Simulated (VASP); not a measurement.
A run of VASP 6.6.1:

INCAR

```
  PREC = Accurate
  ENCUT = 520
  EDIFF = 1E-7
  ISMEAR = 0
  SIGMA = 0.1
  LREAL = False
  LASPH = True
  NELM = 100
  ALGO = Normal
  ISIF = 2
  LWAVE = False
  LCHARG = True
  GGA = PE
  LELF = True
  LVHAR = True
  NBANDS = 23
```

KPOINTS

```
regular mesh
0
Gamma
  10 10 10
```

File POSCAR:

```
WC4
1.0
    3.5432537259      0.0000000000      0.0000000000
    0.0000000000      3.5432537259      0.0000000000
    0.0000000000      0.0000000000      3.5432537259
W C
1 4
Direct
    0.0000000000      0.0000000000      0.0000000000
    0.3457843590      0.3457843590      0.3457843590
    0.6542156410      0.6542156410      0.3457843590
    0.3457843590      0.6542156410      0.6542156410
    0.6542156410      0.3457843590      0.6542156410
```

Potentials or basis: VASP PAW PBE potentials, release 64 (W_sv, C).

Launch:

```bash
$ cat potpaw_PBE.64/W_sv/POTCAR potpaw_PBE.64/C/POTCAR > POTCAR
$ mpirun -np 1 vasp_std > vasp.out
```

Hardware: 1 thread of Intel(R) Xeon(R) Platinum 8488C (Sapphire Rapids) (shared host).

Problem. Estimate the wall time of this run.

Solution. Wall time 31 s on 1 thread of Intel(R) Xeon(R) Platinum 8488C (Sapphire Rapids) (shared host), peak memory 0.19 GiB. Counts: scf iterations 16, k points 56.
